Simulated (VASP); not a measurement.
# GaP (CsCl type) (Pm-3m) in VASP: notebook

Runs on GaP (CsCl type). Level: PBE. Tasks: single point, relaxation of cell and atoms.

Everything below comes from runs of VASP 6.6.1. Logs are shortened: lines on timing, memory, paths and dates and some standing lists are left out, and cuts for length are marked.

## Step 1: The cell of the first run

The structure is cubic, space group Pm-3m (No. 221). Conventional cell: a = 3.125 Å, b = 3.125 Å, c = 3.125 Å, α = 90.00°, β = 90.00°, γ = 90.00°. Ga (site symmetry m-3m) has 8 P at 2.71 Å and 6 Ga at 3.12 Å within 3.6 Å. Within 3.6 Å of P (site symmetry m-3m) lie 8 Ga at 2.71 Å and 6 P at 3.12 Å.

## Step 2: Single point, PBE

Contents of INCAR:

```
SYSTEM = GaP
  PREC = Accurate
  ENCUT = 500
  EDIFF = 1E-6
  ISMEAR = -1
  SIGMA = 0.1
  LREAL = .FALSE.
  LASPH = .TRUE.
  NELM = 120
  ALGO = Normal
  ISIF = 2
  LWAVE = .FALSE.
  LCHARG = .FALSE.
  GGA = PE
  NBANDS = 16
  GGA_COMPAT = .FALSE.
```

Contents of KPOINTS:

```
regular mesh
0
G
  14 14 14
  0 0 0
```

Contents of POSCAR:

```
GaP
1.0
    3.1246759736      0.0000000000      0.0000000000
    0.0000000000      3.1246759736      0.0000000000
    0.0000000000      0.0000000000      3.1246759736
Ga P
1 1
Direct
    0.0000000000      0.0000000000      0.0000000000
    0.5000000000      0.5000000000      0.5000000000
```

Potentials or basis: VASP PAW PBE potentials, release 64 (Ga_d, P).

Run with:

```sh
$ cat potpaw_PBE.64/Ga_d/POTCAR potpaw_PBE.64/P/POTCAR > POTCAR
$ mpirun -np 1 vasp_std > vasp.out
```

OUTCAR:

```text
SYSTEM = GaP
   PREC = Accurate
   ENCUT = 500
   EDIFF = 1E-6
   ISMEAR = -1
   LREAL = .FALSE.
   LASPH = .TRUE.
   NELM = 120
   ISIF = 2
   GGA = PE

 ion  position               nearest neighbor table
   1  0.000  0.000  0.000-   2 2.71   2 2.71   2 2.71   2 2.71   2 2.71   2 2.71   2 2.71   2 2.71

   2  0.500  0.500  0.500-   1 2.71   1 2.71   1 2.71   1 2.71   1 2.71   1 2.71   1 2.71   1 2.71

  LATTYP: Found a simple cubic cell.
 ALAT       =     3.1246759736

  Lattice vectors:

 A1 = (   3.1246759736,   0.0000000000,   0.0000000000)
 A2 = (   0.0000000000,   3.1246759736,   0.0000000000)
 A3 = (   0.0000000000,   0.0000000000,   3.1246759736)

Analysis of symmetry for initial positions (statically):
=====================================================================
 Subroutine PRICEL returns:
 Original cell was already a primitive cell.

 Routine SETGRP: Setting up the symmetry group for a
 simple cubic supercell.

 Subroutine GETGRP returns: Found 48 space group operations
 (whereof 48 operations were pure point group operations)
 out of a pool of 48 trial point group operations.

The static configuration has the point symmetry O_h .

Analysis of symmetry for dynamics (positions and initial velocities):
=====================================================================
 Subroutine PRICEL returns:
 Original cell was already a primitive cell.

 Routine SETGRP: Setting up the symmetry group for a
 simple cubic supercell.

 Subroutine GETGRP returns: Found 48 space group operations
 (whereof 48 operations were pure point group operations)
 out of a pool of 48 trial point group operations.

The dynamic configuration has the point symmetry O_h .

 Subroutine INISYM returns: Found 48 space group operations
 (whereof 48 operations are pure point group operations),
 and found     1 'primitive' translations

----------------------------------------------------------------------------------------

                                     Primitive cell

  volume of cell :      30.5081

  direct lattice vectors                    reciprocal lattice vectors
     3.124675974  0.000000000  0.000000000     0.320033184  0.000000000  0.000000000
     0.000000000  3.124675974  0.000000000     0.000000000  0.320033184  0.000000000
     0.000000000  0.000000000  3.124675974     0.000000000  0.000000000  0.320033184

  length of vectors
     3.124675974  3.124675974  3.124675974     0.320033184  0.320033184  0.320033184

  position of ions in fractional coordinates (direct lattice)
     0.000000000  0.000000000  0.000000000
     0.500000000  0.500000000  0.500000000

  ion indices of the primitive-cell ions
   primitive index   ion index
                 1           1
                 2           2

----------------------------------------------------------------------------------------

 KPOINTS: regular mesh

Automatic generation of k-mesh.
 Grid dimensions read from file:
 generate k-points for:   14   14   14

 Generating k-lattice:

  Cartesian coordinates                     Fractional coordinates (reciprocal lattice)
     0.022859513  0.000000000  0.000000000     0.071428571  0.000000000  0.000000000
     0.000000000  0.022859513  0.000000000     0.000000000  0.071428571  0.000000000
     0.000000000  0.000000000  0.022859513     0.000000000  0.000000000  0.071428571

  Length of vectors
     0.022859513  0.022859513  0.022859513

  Shift w.r.t. Gamma in fractional coordinates (k-lattice)
     0.000000000  0.000000000  0.000000000

 Subroutine IBZKPT returns following result:
 ===========================================

 Found    120 irreducible k-points:

 Following reciprocal coordinates:
            Coordinates               Weight
  0.000000  0.000000  0.000000      1.000000
  0.071429  0.000000  0.000000      6.000000
  0.142857  0.000000  0.000000      6.000000
  0.214286  0.000000  0.000000      6.000000
  0.285714  0.000000  0.000000      6.000000
  0.357143  0.000000  0.000000      6.000000
[... 16 lines left out ...]
  0.285714  0.214286  0.000000     24.000000
  0.357143  0.214286  0.000000     24.000000
 [... further k-points ...]
   k-points           NKPTS =    120   k-points in BZ     NKDIM =    120   number of bands    NBANDS=     16
   number of dos      NEDOS =    301   number of ions     NIONS =      2
   total plane-waves  NPLWV =  13824
   dimension x,y,z NGX =    24 NGY =   24 NGZ =   24
   dimension x,y,z NGXF=    48 NGYF=   48 NGZF=   48
   ions per type =               1   1
   NGX,Y,Z   is equivalent  to a cutoff of  12.77, 12.77, 12.77 a.u.
   NGXF,Y,Z  is equivalent  to a cutoff of  25.54, 25.54, 25.54 a.u.
 SYSTEM =  GaP
   PREC   = accura    normal or accurate (medium, high low for compatibility)
   ISTART =      0    job   : 0-new  1-cont  2-samecut
   ICHARG =      2    charge: 1-file 2-atom 10-const
   ISPIN  =      1    spin polarized calculation?
   LNONCOLLINEAR =      F non collinear calculations
[... 27 lines left out ...]
  Thomas-Fermi vector in A             =   2.498624
   LORBIT       =      0    0 simple, 1 ext, 2 COOP (PROOUT), +10 PAW based schemes
   GGA     = PE    functional components
   LHFCALC =     F    Hartree Fock is set to
   AEXX    =    0.0000 exact exchange contribution
   IVDW    =     0    specifies the selected vdW correction
   LEPSILON=     F    determine dielectric tensor
   LRPA    =     F    only Hartree local field effects (RPA)
 non-spin polarized calculation
  energy-cutoff  :      500.00
  volume of cell :       30.51
 maximum number of plane-waves:       804
 NGX is ok and might be reduce to    24
   NGX = 11   NGY = 11   NGZ = 11

 number of electron      17.9999990 magnetization

 Free energy of the ion-electron system (eV)
  ---------------------------------------------------
  ext. energy  EPLUGINS =         0.00000000
  ---------------------------------------------------
  free energy    TOTEN  =        -7.57483709 eV

  energy without entropy =       -7.54236774  energy(sigma->0) =       -7.55860242

 E-fermi :   8.2589     XC(G=0): -11.6804

 val. band max:        8.2455747349   @ k =   0.3571   0.2857   0.0714
 cond. band min:       8.2629309613   @ k =   0.5000   0.2143   0.2143
 fundamental gap:      0.0173562265
 Fermi energy:         8.2588542836

 k-point     1 :       0.0000    0.0000    0.0000
  band No.  band energies     occupation
      1      -6.7463      2.00000
      2      -6.7463      2.00000
      3      -6.5633      2.00000
      4      -6.5633      2.00000
      5      -6.5633      2.00000
      6      -6.2132      2.00000
[... 8 lines left out ...]
     15      19.7499      0.00000
     16      22.5452      0.00000

 k-point     2 :       0.0714    0.0000    0.0000
  band No.  band energies     occupation
      1      -6.7453      2.00000
      2      -6.7395      2.00000
      3      -6.5671      2.00000
      4      -6.5671      2.00000
      5      -6.5629      2.00000
      6      -6.1407      2.00000
[... 8 lines left out ...]
     15      19.4202      0.00000
     16      22.5843      0.00000

 k-point     3 :       0.1429    0.0000    0.0000
  band No.  band energies     occupation
      1      -6.7424      2.00000
      2      -6.7211      2.00000
      3      -6.5777      2.00000
      4      -6.5777      2.00000
      5      -6.5618      2.00000
      6      -5.9234      2.00000
[... 8 lines left out ...]
     15      18.6627      0.00000
     16      22.6978      0.00000

 k-point     4 :       0.2143    0.0000    0.0000
  band No.  band energies     occupation
      1      -6.7382      2.00000
      2      -6.6959      2.00000
      3      -6.5928      2.00000
      4      -6.5928      2.00000
      5      -6.5601      2.00000
      6      -5.5645      2.00000
[... 8 lines left out ...]
     15      18.2179      0.00000
     16      21.9698      0.00000
[... 324 lines left out ...]
 k-point    22 :       0.2143    0.2143    0.0000
  band No.  band energies     occupation
      1      -6.7113      2.00000
      2      -6.6652      2.00000
      3      -6.6542      2.00000
      4      -6.5909      2.00000
      5      -6.5851      2.00000
      6      -4.8843      2.00000
[... 8 lines left out ...]
     15      19.0942      0.00000
     16      19.9304      0.00000

 k-point    23 :       0.2857    0.2143    0.0000
  band No.  band energies     occupation
      1      -6.7043      2.00000
      2      -6.6955      2.00000
      3      -6.6254      2.00000
      4      -6.6042      2.00000
      5      -6.5848      2.00000
      6      -4.3859      2.00000
[... 8 lines left out ...]
     15      19.7296      0.00000
     16      20.0184      0.00000

 k-point    24 :       0.3571    0.2143    0.0000
  band No.  band energies     occupation
      1      -6.7221      2.00000
      2      -6.6969      2.00000
      3      -6.6181      2.00000
      4      -6.5990      2.00000
      5      -6.5825      2.00000
      6      -3.7880      2.00000
[... 8 lines left out ...]
     15      19.9504      0.00000
     16      21.6928      0.00000

 [... further k-points ...]

------------------------ aborting loop because EDIFF is reached ----------------------------------------

  FORCE on cell =-STRESS in cart. coord.  units (eV):
  Direction    XX          YY          ZZ          XY          YZ          ZX
  --------------------------------------------------------------------------------------
  -------------------------------------------------------------------------------------
  Total        1.4433143      1.4433143      1.4433143      0.0000000     -0.0000000      0.0000000
  in kB       75.7977869     75.7977869     75.7977869      0.0000000     -0.0000000      0.0000000
  external PRESSURE =      75.7977869 kB  Pullay stress =       0.0000000 kB

 VOLUME and BASIS-vectors are now :
 -----------------------------------------------------------------------------
  energy-cutoff  :      500.00
  volume of cell :       30.51
      direct lattice vectors                 reciprocal lattice vectors
     3.124675974  0.000000000  0.000000000     0.320033184  0.000000000  0.000000000
     0.000000000  3.124675974  0.000000000     0.000000000  0.320033184  0.000000000
     0.000000000  0.000000000  3.124675974     0.000000000  0.000000000  0.320033184

 POSITION                                       TOTAL-FORCE (eV/Angst)
 -----------------------------------------------------------------------------------
      0.00000      0.00000      0.00000         0.000000      0.000000      0.000000
      1.56234      1.56234      1.56234         0.000000      0.000000      0.000000
 -----------------------------------------------------------------------------------
    total drift:                                0.000000      0.000000      0.000000

  FREE ENERGIE OF THE ION-ELECTRON SYSTEM (eV)
  ---------------------------------------------------
  free  energy   TOTEN  =        -7.5748370891 eV

  energy  without entropy=       -7.5423677446  energy(sigma->0) =       -7.55860242
```

Wall time 33 s (1 thread of Intel Xeon Platinum 8259CL at 2.50GHz (Skylake/Cascade Lake), shared host); peak memory 0.18 GiB.

Results:

```
Free energy            : -7.5748 eV
Pressure               : 7.6 GPa
Band gap on the k mesh : zero (band 9 reaches 9.71 eV, above the bottom of band 10 at 5.86 eV)
```

## Step 3: Single point, PBE

Contents of INCAR:

```
ALGO = Normal
EDIFF = 1E-6
ENCUT = 500
GGA = PE
GGA_COMPAT = False
ISIF = 2
ISMEAR = -1
LASPH = True
LCHARG = True
LELF = True
LREAL = False
LVHAR = True
LWAVE = False
NBANDS = 16
NELM = 120
PREC = Accurate
SIGMA = 0.1
```

Contents of KPOINTS:

```
k-points
0
Gamma
  14 14 14
```

Contents of POSCAR:

```
GaP
1.0
    3.1251403010      0.0000000000      0.0000000000
    0.0000000000      3.1251403010      0.0000000000
    0.0000000000      0.0000000000      3.1251403010
Ga P
1 1
Direct
    0.0000000000      0.0000000000      0.0000000000
    0.5000000000      0.5000000000      0.5000000000
```

Potentials or basis: VASP PAW PBE potentials, release 64 (Ga_d, P).

Run with:

```sh
$ cat potpaw_PBE.64/Ga_d/POTCAR potpaw_PBE.64/P/POTCAR > POTCAR
$ mpirun -np 1 vasp_std > vasp.out
```

Wall time 31 s (1 thread of Intel Xeon Platinum 8259CL at 2.50GHz (Skylake/Cascade Lake), shared host); peak memory 0.18 GiB.

The run converged. Its results:

```
Free energy            : -7.5755 eV
Pressure               : 7.5 GPa
Band gap on the k mesh : zero (band 9 reaches 9.70 eV, above the bottom of band 10 at 5.86 eV)
```

Levels at points of the mesh, in eV from the Fermi level:
| k point | band 5 | band 6 | band 7 | band 8 | band 9 | band 10 | band 11 | band 12 | band 13 | band 14 |
| --- | --- | --- | --- | --- | --- | --- | --- | --- | --- | --- |
| (0.00, 0.00, 0.00) | -14.82 | -14.47 | -0.91 | -0.91 | -0.91 | -0.49 | 4.20 | 4.20 | 11.49 | 11.49 |
| (0.50, 0.00, 0.00) | -14.81 | -11.82 | -9.30 | 1.30 | 1.30 | 3.88 | 4.45 | 4.99 | 4.99 | 6.27 |
| (0.50, 0.50, 0.00) | -14.74 | -9.24 | -6.16 | -6.16 | -4.94 | 2.24 | 8.05 | 8.05 | 8.70 | 8.83 |
| (0.50, 0.50, 0.50) | -14.74 | -7.84 | -3.13 | -3.13 | -3.13 | -1.26 | -1.07 | -1.07 | -1.07 | 19.57 |

## Step 4: Relaxation of cell and atoms, PBE, target pressure 7.5 GPa, at which the enthalpy is minimised

This run uses another cell than the first one, of 15.01 Å³/atom, 0.984 times its volume.

Contents of INCAR:

```
SYSTEM = GaP
ALGO     = Normal         ! electronic algorithm
EDIFF    = 1E-7           ! SCF threshold, eV
EDIFFG   = -0.005         ! ionic threshold
ENCUT    = 500            ! plane-wave cutoff, eV
GGA      = PE             ! functional
GGA_COMPAT= .FALSE.      
IBRION   = 2              ! ionic algorithm
ISIF     = 3              ! what is computed and relaxed
ISMEAR   = -1             ! smearing method
LASPH    = .TRUE.         ! aspherical terms in the spheres
LCHARG   = .FALSE.        ! write CHGCAR
LREAL    = .FALSE.        ! projectors in reciprocal space
LWAVE    = .FALSE.        ! write WAVECAR
NELM     = 120            ! most SCF steps
NELMIN   = 4            
NSW      = 60             ! ionic steps
PREC     = Accurate       ! precision mode
PSTRESS  = 75.0         
SIGMA    = 0.1            ! smearing width, eV
```

Contents of KPOINTS:

```
k-points
0
G
  14 14 14
  0 0 0
```

Contents of POSCAR:

```
GaP
1.0
    3.1075923694      0.0000000000      0.0000000000
    0.0000000000      3.1075923694      0.0000000000
    0.0000000000      0.0000000000      3.1075923694
Ga P
1 1
Direct
    0.0000000000      0.0000000000      0.0000000000
    0.5000000000      0.5000000000      0.5000000000
```

Run with:

```sh
$ cat potpaw_PBE.64/Ga_d/POTCAR potpaw_PBE.64/P/POTCAR > POTCAR
$ mpirun -np 1 vasp_std > vasp.out
```

Wall time 61 s (1 thread of Intel Xeon Platinum 8259CL at 2.50GHz (Skylake/Cascade Lake), shared host); peak memory 0.17 GiB.

The run converged. Its results:

```
Free energy                                            : -7.5758 eV
Relaxed volume                                         : 15.27 Å³/atom
Relaxed cell                                           : a = 3.125 Å, b = 3.125 Å, c = 3.125 Å, α = 90.00°, β = 90.00°, γ = 90.00°
Space group after relaxing (to 0.05 Å)                 : Pm-3m (No. 221)
Energy change on relaxing (the enthalpy is what falls) : -13.7 meV/atom
Ionic steps                                            : 3
Pressure after relaxing                                : 7.5 GPa
```

Step by step:
```tsv
step	energy change (eV)	largest force (eV/Å)	pressure (GPa)	volume (Å³)
1	0.0000	0.0000	9.38	30.01
2	-0.0385	0.0000	6.68	30.78
3	-0.0274	0.0000	7.49	30.53
```

Final structure:
```xyz
2
Lattice="3.1255 0.0000 0.0000 0.0000 3.1255 0.0000 0.0000 0.0000 3.1255" Properties=species:S:1:pos:R:3 pbc="T T T"
Ga    0.0000    0.0000    0.0000
P     1.5627    1.5627    1.5627
```

Levels at points of the mesh, in eV from the Fermi level:
```csv
k point,band 5,band 6,band 7,band 8,band 9,band 10,band 11,band 12,band 13
"(0.00, 0.00, 0.00)",-14.82,-14.47,-0.91,-0.91,-0.91,-0.49,4.21,4.21,11.48
"(0.50, 0.00, 0.00)",-14.81,-11.82,-9.29,1.30,1.30,3.88,4.45,4.99,4.99
"(0.50, 0.50, 0.00)",-14.74,-9.24,-6.16,-6.16,-4.94,2.24,8.05,8.05,8.71
"(0.50, 0.50, 0.50)",-14.74,-7.84,-3.13,-3.13,-3.13,-1.26,-1.07,-1.07,-1.07
```

Caveat: the cell is relaxed towards a set pressure, so the enthalpy falls and the energy may rise; the bands computed are all filled at some k points, so no gap is given.

## Step 5: Relaxation of cell and atoms, PBE, target pressure 7.5 GPa, at which the enthalpy is minimised

Contents of INCAR:

```
SYSTEM = GaP
  PREC = Accurate
  ENCUT = 500
  EDIFF = 1E-7
  ISMEAR = -1
  SIGMA = 0.1
  LREAL = .FALSE.
  LASPH = .TRUE.
  NELM = 120
  ALGO = Normal
  ISIF = 3
  LWAVE = .FALSE.
  LCHARG = .FALSE.
  GGA = PE
  IBRION = 2
  NSW = 32
  EDIFFG = -0.005
  PSTRESS = 75.0
  GGA_COMPAT = .FALSE.
  NELMIN = 4
```

Contents of KPOINTS:

```
regular mesh
0
G
  14 14 14
  0 0 0
```

Contents of POSCAR:

```
GaP
1.0
    3.1246759736      0.0000000000      0.0000000000
    0.0000000000      3.1246759736      0.0000000000
    0.0000000000      0.0000000000      3.1246759736
Ga P
1 1
Direct
    0.0000000000      0.0000000000      0.0000000000
    0.5000000000      0.5000000000      0.5000000000
```

Run with:

```sh
$ cat potpaw_PBE.64/Ga_d/POTCAR potpaw_PBE.64/P/POTCAR > POTCAR
$ mpirun -np 1 vasp_std > vasp.out
```

Run time: 34 s. Hardware: 1 thread of Intel Xeon Platinum 8259CL at 2.50GHz (Skylake/Cascade Lake), shared host; peak memory 0.17 GiB.

The run converged. Its results:

```yaml
Free_energy: -7.5764 eV
Relaxed_volume: 15.27 Å³/atom
Relaxed_cell: a = 3.126 Å, b = 3.126 Å, c = 3.126 Å, α = 90.00°, β = 90.00°, γ = 90.00°
Space_group_after_relaxing_to_0.05_Å: Pm-3m (No. 221)
Energy_change_on_relaxing_the_enthalpy_is_what_falls: -0.8 meV/atom
Ionic_steps: 2
Pressure_after_relaxing: 7.5 GPa
```

Step by step:
```csv
step,energy change (eV),largest force (eV/Å),pressure (GPa),volume (Å³)
1,0.0000,0.0000,7.58,30.51
2,-0.0016,0.0000,7.48,30.54
```

Final structure:
```
CELL_PARAMETERS angstrom
3.12581 0.00000 0.00000
0.00000 3.12581 0.00000
0.00000 0.00000 3.12581
ATOMIC_POSITIONS crystal
Ga 0.00000 0.00000 0.00000
P 0.50000 0.50000 0.50000
```

Levels at points of the mesh, in eV from the Fermi level:
| k point | band 7 | band 8 | band 9 | band 10 | band 11 | band 12 |
| --- | --- | --- | --- | --- | --- | --- |
| (0.00, 0.00, 0.00) | -0.91 | -0.91 | -0.91 | -0.50 | 4.21 | 4.21 |
| (0.50, 0.00, 0.00) | -9.29 | 1.30 | 1.30 | 3.88 | 4.45 | 4.99 |
| (0.50, 0.50, 0.00) | -6.16 | -6.16 | -4.94 | 2.24 | 8.05 | 8.05 |
| (0.50, 0.50, 0.50) | -3.13 | -3.13 | -3.13 | -1.26 | -1.07 | -1.07 |

Caveat: the cell is relaxed towards a set pressure, so the enthalpy falls and the energy may rise; the bands computed are all filled at some k points, so no gap is given.

## Step 6: Overview

```csv
task,cell,pressure (GPa)
single point,"a = 3.125 Å, 2 atoms",7.5
relaxation of cell and atoms,"relaxed to 7.5 GPa from a = 3.108 Å, 2 atoms",7.5
relaxation of cell and atoms,"relaxed to 7.5 GPa from a = 3.125 Å, 2 atoms",7.5
```

Alike in all rows: level PBE; potentials or basis VASP PAW PBE potentials, release 64 (Ga_d, P); no spin polarisation; k mesh 14 × 14 × 14; cutoff (eV) 500; smearing fermi-dirac 0.1 eV.

Caveats: the cell is relaxed towards a set pressure, so the enthalpy falls and the energy may rise (some runs); the bands computed are all filled at some k points, so no gap is given (some runs).

Total energies depend on the potentials used, so only differences within one code and one set of settings carry meaning.
